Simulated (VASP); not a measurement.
# AlGaN2 (P-4m2) in VASP: notebook

The runs below take AlGaN2 through single point, with r2SCAN.

Everything below comes from runs of VASP 6.6.1. Logs are shortened: lines on timing, memory, paths and dates and some standing lists are left out, and cuts for length are marked.

## 1. The cell of the first run

It takes space group P-4m2 (No. 115, tetragonal). Conventional cell: a = 3.013 Å, b = 3.013 Å, c = 4.600 Å, α = 90.00°, β = 90.00°, γ = 90.00°. Within 2.5 Å of Al (site symmetry -4m2) lie 4 N at 1.87 Å. Within 2.6 Å of Ga (site symmetry -4m2) lie 4 N at 1.92 Å. N (site symmetry 2mm) has 2 Al at 1.87 Å and 2 Ga at 1.92 Å within 2.5 Å.

## 2. Single point, r2SCAN

POSCAR

```
AlGaN2
1.0
    3.0129853682      0.0000000000      0.0000000000
    0.0000000000      3.0129853682      0.0000000000
    0.0000000000      0.0000000000      4.6003362942
Al Ga N
1 1 2
Direct
    0.5000000000      0.5000000000      0.5000000000
    0.0000000000      0.0000000000      0.0000000000
    0.5000000000      0.0000000000      0.7400282838
    0.0000000000      0.5000000000      0.2599717162
```

INCAR.step1

```
  ALGO = Normal
  EDIFF = 1E-4
  ENCUT = 520
  GGA = PE
  ISMEAR = 0
  LASPH = T
  LCHARG = F
  LREAL = F
  LWAVE = T
  NBANDS = 21
  NELM = 100
  PREC = Accurate
  SIGMA = 0.02
```

INCAR.step2

```
  ALGO = Normal
  EDIFF = 1E-6
  ENCUT = 520
  ISIF = 2
  ISMEAR = 0
  ISTART = 1
  LASPH = T
  LCHARG = F
  LMIXTAU = T
  LREAL = F
  LWAVE = F
  METAGGA = R2SCAN
  NBANDS = 21
  NELM = 100
  PREC = Accurate
  SIGMA = 0.02
```

KPOINTS

```
k-points
0
Gamma
  8 8 6
```

Potentials or basis: VASP PAW PBE potentials, release 64 (Al, Ga_d, N).

Launch:

```bash
$ cat potpaw_PBE.64/Al/POTCAR potpaw_PBE.64/Ga_d/POTCAR potpaw_PBE.64/N/POTCAR > POTCAR
$ cp INCAR.step1 INCAR
$ mpirun -np 1 vasp_std > vasp.out
$ cp INCAR.step2 INCAR
$ mpirun -np 1 vasp_std > vasp.out
```

OUTCAR:

```text
EDIFF = 1E-6
   ENCUT = 520
   ISIF = 2
   ISMEAR = 0
   ISTART = 1
   LASPH = T
   LREAL = F
   METAGGA = R2SCAN
   NELM = 100
   PREC = Accurate

 ion  position               nearest neighbor table
   1  0.500  0.500  0.500-   3 1.87   4 1.87   3 1.87   4 1.87   2 3.14   2 3.14   2 3.14   2 3.14
                             2 3.14   2 3.14   2 3.14   2 3.14
   2  0.000  0.000  0.000-   3 1.92   4 1.92   4 1.92   3 1.92   1 3.14   1 3.14   1 3.14   1 3.14
                             1 3.14   1 3.14   1 3.14   1 3.14
   3  0.500  0.000  0.740-   1 1.87   1 1.87   2 1.92   2 1.92
   4  0.000  0.500  0.260-   1 1.87   1 1.87   2 1.92   2 1.92

  LATTYP: Found a simple tetragonal cell.
 ALAT       =     3.0129853682
 C/A-ratio  =     1.5268365863

  Lattice vectors:

 A1 = (   3.0129853682,   0.0000000000,   0.0000000000)
 A2 = (   0.0000000000,   3.0129853682,   0.0000000000)
 A3 = (   0.0000000000,   0.0000000000,   4.6003362942)

Analysis of symmetry for initial positions (statically):
=====================================================================
 Subroutine PRICEL returns:
 Original cell was already a primitive cell.

 Routine SETGRP: Setting up the symmetry group for a
 simple tetragonal supercell.

 Subroutine GETGRP returns: Found  8 space group operations
 (whereof  8 operations were pure point group operations)
 out of a pool of 16 trial point group operations.

The static configuration has the point symmetry D_2d.

Analysis of symmetry for dynamics (positions and initial velocities):
=====================================================================
 Subroutine PRICEL returns:
 Original cell was already a primitive cell.

 Routine SETGRP: Setting up the symmetry group for a
 simple tetragonal supercell.

 Subroutine GETGRP returns: Found  8 space group operations
 (whereof  8 operations were pure point group operations)
 out of a pool of 16 trial point group operations.

The dynamic configuration has the point symmetry D_2d.

 Subroutine INISYM returns: Found  8 space group operations
 (whereof  8 operations are pure point group operations),
 and found     1 'primitive' translations

----------------------------------------------------------------------------------------

                                     Primitive cell

  volume of cell :      41.7622

  direct lattice vectors                    reciprocal lattice vectors
     3.012985368  0.000000000  0.000000000     0.331896733  0.000000000  0.000000000
     0.000000000  3.012985368  0.000000000     0.000000000  0.331896733  0.000000000
     0.000000000  0.000000000  4.600336294     0.000000000  0.000000000  0.217375413

  length of vectors
     3.012985368  3.012985368  4.600336294     0.331896733  0.331896733  0.217375413

  position of ions in fractional coordinates (direct lattice)
     0.500000000  0.500000000  0.500000000
     0.000000000  0.000000000  0.000000000
     0.500000000  0.000000000  0.740028284
     0.000000000  0.500000000  0.259971716

  ion indices of the primitive-cell ions
   primitive index   ion index
                 1           1
                 2           2
                 3           3
                 4           4

----------------------------------------------------------------------------------------

 KPOINTS: k-points

Automatic generation of k-mesh.
 Grid dimensions read from file:
 generate k-points for:    8    8    6

 Generating k-lattice:

  Cartesian coordinates                     Fractional coordinates (reciprocal lattice)
     0.041487092  0.000000000  0.000000000     0.125000000  0.000000000  0.000000000
     0.000000000  0.041487092  0.000000000     0.000000000  0.125000000  0.000000000
     0.000000000  0.000000000  0.036229235     0.000000000  0.000000000  0.166666667

  Length of vectors
     0.041487092  0.041487092  0.036229235

  Shift w.r.t. Gamma in fractional coordinates (k-lattice)
     0.000000000  0.000000000  0.000000000

 Subroutine IBZKPT returns following result:
 ===========================================

 Found     60 irreducible k-points:

 Following reciprocal coordinates:
            Coordinates               Weight
  0.000000  0.000000  0.000000      1.000000
  0.125000  0.000000  0.000000      4.000000
  0.250000  0.000000  0.000000      4.000000
  0.375000  0.000000  0.000000      4.000000
  0.500000  0.000000  0.000000      2.000000
  0.125000  0.125000  0.000000      4.000000
[... 16 lines left out ...]
  0.375000  0.125000  0.166667     16.000000
  0.500000  0.125000  0.166667      8.000000
 [... further k-points ...]
   k-points           NKPTS =     60   k-points in BZ     NKDIM =     60   number of bands    NBANDS=     21
   number of dos      NEDOS =    301   number of ions     NIONS =      4
   total plane-waves  NPLWV =  20736
   dimension x,y,z NGX =    24 NGY =   24 NGZ =   36
   dimension x,y,z NGXF=    48 NGYF=   48 NGZF=   72
   ions per type =               1   1   2
   NGX,Y,Z   is equivalent  to a cutoff of  13.24, 13.24, 13.01 a.u.
   NGXF,Y,Z  is equivalent  to a cutoff of  26.48, 26.48, 26.02 a.u.
 SYSTEM =  unknown system
   PREC   = accura    normal or accurate (medium, high low for compatibility)
   ISTART =      1    job   : 0-new  1-cont  2-samecut
   ICHARG =      0    charge: 1-file 2-atom 10-const
   ISPIN  =      1    spin polarized calculation?
   LNONCOLLINEAR =      F non collinear calculations
   LSORBIT =      F    spin-orbit coupling
   LASPH  =      T    aspherical Exc in radial PAW
   ENCUT  =  520.0 eV  38.22 Ry    6.18 a.u.   5.60  5.60  8.55*2*pi/ulx,y,z
   NELM   =    100;   NELMIN=  2; NELMDL=  0     # of ELM steps
   EDIFF  = 0.1E-05   stopping-criterion for ELM
   LREAL  =      F    real-space projection
   EDIFFG = 0.1E-04   stopping-criterion for IOM
   NSW    =      0    number of steps for IOM
   IBRION =     -1    ionic relax: 0-MD 1-quasi-New 2-CG
   NFREE  =      0    steps in history (QN), initial steepest desc. (CG)
   ISIF   =      2    stress and relaxation
   ISYM   =      2    0-nonsym 1-usesym 2-fastsym
   POTIM  = 0.5000    time-step for ionic-motion
   TEBEG  =    0.0;   TEEND  =   0.0 temperature during run
   PSTRESS=    0.0 pullay stress
   NELECT =      26.0000    total number of electrons
   NUPDOWN=      -1.0000    fix difference up-down
   EMIN   =  10.00;   EMAX   =-10.00  energy-range for DOS
   EFERMI =   0.00;   METHOD = LEGACY
   ISMEAR =     0;   SIGMA  =   0.02  broadening in eV -4-tet -1-fermi 0-gaus
   EFERMI_NEDOS =   21; number of points for ismear=-14 and -15
   IALGO  =     38    algorithm
   IMIX   =      4    mixing-type and parameters
     AMIX     =   0.40;   BMIX     =  1.00
     AMIX_MAG =   1.60;   BMIX_MAG =  1.00
  volume/ion in A,a.u.               =      10.44        70.46
  Fermi-wavevector in a.u.,A,eV,Ry     =   1.397885  2.641619 26.586901  1.954082
  Thomas-Fermi vector in A             =   2.521097
   LORBIT       =      0    0 simple, 1 ext, 2 COOP (PROOUT), +10 PAW based schemes
   METAGGA = R2SCAN    functional components
   LHFCALC =     F    Hartree Fock is set to
   AEXX    =    0.0000 exact exchange contribution
   IVDW    =     0    specifies the selected vdW correction
   LEPSILON=     F    determine dielectric tensor
   LRPA    =     F    only Hartree local field effects (RPA)
 non-spin polarized calculation
 Gauss-broadening in eV      SIGMA  =   0.02
  energy-cutoff  :      520.00
  volume of cell :       41.76
 maximum number of plane-waves:      1156
 NGX is ok and might be reduce to    24
   NGX = 11   NGY = 11   NGZ = 17

 number of electron      26.0000018 magnetization

 Free energy of the ion-electron system (eV)
  ---------------------------------------------------
  ext. energy  EPLUGINS =         0.00000000
  ---------------------------------------------------
  free energy    TOTEN  =       -40.92953055 eV

  energy without entropy =      -40.92953055  energy(sigma->0) =      -40.92953055

 E-fermi :   6.1639     XC(G=0): -12.3052

 val. band max:        5.9882988103   @ k =   0.0000   0.0000   0.0000
 cond. band min:       9.5338979364   @ k =   0.0000   0.0000   0.0000
 fundamental gap:      3.5455991262
 Fermi energy:         6.1639282099

 k-point     1 :       0.0000    0.0000    0.0000
  band No.  band energies     occupation
      1     -10.7637      2.00000
      2      -9.0635      2.00000
      3      -7.4621      2.00000
      4      -7.4621      2.00000
      5      -7.3984      2.00000
      6      -7.2365      2.00000
[... 13 lines left out ...]
     20      19.1394      0.00000
     21      22.8145      0.00000

 k-point     2 :       0.1250    0.0000    0.0000
  band No.  band energies     occupation
      1     -10.6138      2.00000
      2      -9.0587      2.00000
      3      -7.4900      2.00000
      4      -7.4585      2.00000
      5      -7.3645      2.00000
      6      -7.2509      2.00000
[... 13 lines left out ...]
     20      18.9581      0.00000
     21      22.3205      0.00000

 k-point     3 :       0.2500    0.0000    0.0000
  band No.  band energies     occupation
      1     -10.2106      2.00000
      2      -9.0628      2.00000
      3      -7.4998      2.00000
      4      -7.4497      2.00000
      5      -7.2855      2.00000
      6      -7.2722      2.00000
[... 13 lines left out ...]
     20      18.9754      0.00000
     21      21.1844      0.00000
[... 457 lines left out ...]
 k-point    23 :       0.3750    0.1250    0.1667
  band No.  band energies     occupation
      1      -9.5740      2.00000
      2      -9.0986      2.00000
      3      -7.4638      2.00000
      4      -7.3889      2.00000
      5      -7.3456      2.00000
      6      -7.0176      2.00000
[... 13 lines left out ...]
     20      19.1381      0.00000
     21      20.0088      0.00000

 k-point    24 :       0.5000    0.1250    0.1667
  band No.  band energies     occupation
      1      -9.3357      2.00000
      2      -9.1567      2.00000
      3      -7.4527      2.00000
      4      -7.3654      2.00000
      5      -7.3630      2.00000
      6      -6.7562      2.00000
[... 13 lines left out ...]
     20      19.3622      0.00000
     21      19.7728      0.00000

 [... further k-points ...]

------------------------ aborting loop because EDIFF is reached ----------------------------------------

  FORCE on cell =-STRESS in cart. coord.  units (eV):
  Direction    XX          YY          ZZ          XY          YZ          ZX
  --------------------------------------------------------------------------------------
  -------------------------------------------------------------------------------------
  Total        3.6154605      3.6154605      0.1547883      0.0000000      0.0000000     -0.0000000
  in kB      138.7045078    138.7045078      5.9383417      0.0000000      0.0000000     -0.0000000
  external PRESSURE =      94.4491191 kB  Pullay stress =       0.0000000 kB

 VOLUME and BASIS-vectors are now :
 -----------------------------------------------------------------------------
  energy-cutoff  :      520.00
  volume of cell :       41.76
      direct lattice vectors                 reciprocal lattice vectors
     3.012985368  0.000000000  0.000000000     0.331896733  0.000000000  0.000000000
     0.000000000  3.012985368  0.000000000     0.000000000  0.331896733  0.000000000
     0.000000000  0.000000000  4.600336294     0.000000000  0.000000000  0.217375413

 POSITION                                       TOTAL-FORCE (eV/Angst)
 -----------------------------------------------------------------------------------
      1.50649      1.50649      2.30017        -0.000000     -0.000000      0.000000
      0.00000      0.00000      0.00000         0.000000      0.000000      0.000000
      1.50649      0.00000      3.40438        -0.000000      0.000000     -0.100775
      0.00000      1.50649      1.19596        -0.000000      0.000000      0.100775
 -----------------------------------------------------------------------------------
    total drift:                                0.000000      0.000000      0.000000

  FREE ENERGIE OF THE ION-ELECTRON SYSTEM (eV)
  ---------------------------------------------------
  free  energy   TOTEN  =       -40.9295305529 eV

  energy  without entropy=      -40.9295305529  energy(sigma->0) =      -40.92953055
```

Wall time 2.9 min (1 thread of Intel Xeon Platinum 8259CL at 2.50GHz (Skylake/Cascade Lake), shared host); peak memory 0.2 GiB.

What came out:

| Item | Value |
| --- | --- |
| Free energy | -40.9295 eV |
| Pressure | 9.4 GPa |
| Largest force | 0.101 eV/Å |
| Band gap on the k mesh | 3.55 eV |

Forces in eV/Å, atoms in the order of the input:
```
Al   0.000  0.000  0.000
Ga   0.000  0.000  0.000
N    0.000  0.000 -0.101
N    0.000  0.000  0.101
```

Caveat: the cell stands under pressure; the PAW data sets were made with another functional, which shifts forces and pressure a little. A k mesh can miss the band edges.

## 3. Single point, r2SCAN (biaxial strain in the a-b plane: -2.0 %)

POSCAR

```
AlGaN2
1.0
    3.0757558967      0.0000000000      0.0000000000
    0.0000000000      3.0757558967      0.0000000000
    0.0000000000      0.0000000000      4.4754250206
Al Ga N
1 1 2
Direct
    0.5000000000      0.5000000000      0.5000000000
    0.0000000000      0.0000000000      0.0000000000
    0.5000000000      0.0000000000      0.7390831718
    0.0000000000      0.5000000000      0.2609168282
```

INCAR.step1

```
SYSTEM = AlGaN2
PREC = Accurate ; ENCUT = 520
ISMEAR = 0 ; SIGMA = 0.02
LREAL = .False. ; LASPH = .True.
NELM = 60 ; NBANDS = 21
GGA = PE ; ALGO = Normal
EDIFF = 1E-4 ; LWAVE = .True.
LCHARG = .False.
```

INCAR.step2

```
SYSTEM = AlGaN2
PREC = Accurate ; ENCUT = 520
EDIFF = 1E-6 ; ISMEAR = 0
SIGMA = 0.02 ; LREAL = .False.
LASPH = .True. ; NELM = 60
ALGO = Normal ; ISIF = 2
LWAVE = .False. ; LCHARG = .False.
METAGGA = R2SCAN ; LMIXTAU = .True.
NBANDS = 21 ; ISTART = 1
```

KPOINTS

```
regular mesh
0
Gamma
  8 8 6
  0 0 0
```

Potentials or basis: VASP PAW PBE potentials, release 64 (Al, Ga_d, N).

Launch:

```bash
$ cat potpaw_PBE.64/Al/POTCAR potpaw_PBE.64/Ga_d/POTCAR potpaw_PBE.64/N/POTCAR > POTCAR
$ cp INCAR.step1 INCAR
$ mpirun -np 1 vasp_std > vasp.out
$ cp INCAR.step2 INCAR
$ mpirun -np 1 vasp_std > vasp.out
```

Wall time 3.6 min (1 thread of Intel Xeon Platinum 8259CL at 2.50GHz (Skylake/Cascade Lake), shared host); peak memory 0.2 GiB.

Results (log left out):

```
Free energy            : -41.0344 eV
Pressure               : 6.6 GPa
Largest force          : 0.045 eV/Å
Band gap on the k mesh : 3.55 eV
```

Forces on the atoms (eV/Å):
```
Al   0.000  0.000  0.000
Ga   0.000  0.000  0.000
N    0.000  0.000 -0.045
N    0.000  0.000  0.045
```

Stress tensor (GPa, compression positive):
```
8.18 0.00 0.00
0.00 8.18 0.00
0.00 0.00 3.34
```

Levels at points of the mesh, in eV from the valence-band top:
| k point | band 10 | band 11 | band 12 | band 13 | band 14 | band 15 | band 16 | band 17 |
| --- | --- | --- | --- | --- | --- | --- | --- | --- |
| (0.00, 0.00, 0.00) | -2.34 | -0.38 | 0.00 | 0.00 | 3.55 | 4.20 | 8.87 | 12.26 |
| (0.50, 0.00, 0.00) | -3.23 | -3.17 | -0.99 | -0.58 | 7.95 | 8.04 | 9.11 | 9.55 |
| (0.50, 0.50, 0.00) | -2.55 | -2.53 | -2.52 | -2.52 | 3.75 | 3.75 | 6.93 | 9.54 |
| (0.00, 0.00, 0.50) | -1.61 | -1.61 | -0.94 | -0.94 | 5.90 | 6.00 | 8.92 | 10.50 |
| (0.50, 0.00, 0.50) | -1.10 | -0.97 | -0.84 | -0.48 | 5.97 | 7.44 | 10.17 | 10.47 |
| (0.50, 0.50, 0.50) | -4.19 | -3.47 | -3.38 | -3.38 | 6.61 | 6.61 | 9.82 | 11.57 |

Caveat: the cell differs from its parent crystal (biaxial strain in the a-b plane: -2.0 %); the cell stands under pressure; the PAW data sets were made with another functional, which shifts forces and pressure a little.

(Continued in part 2 of 2.)
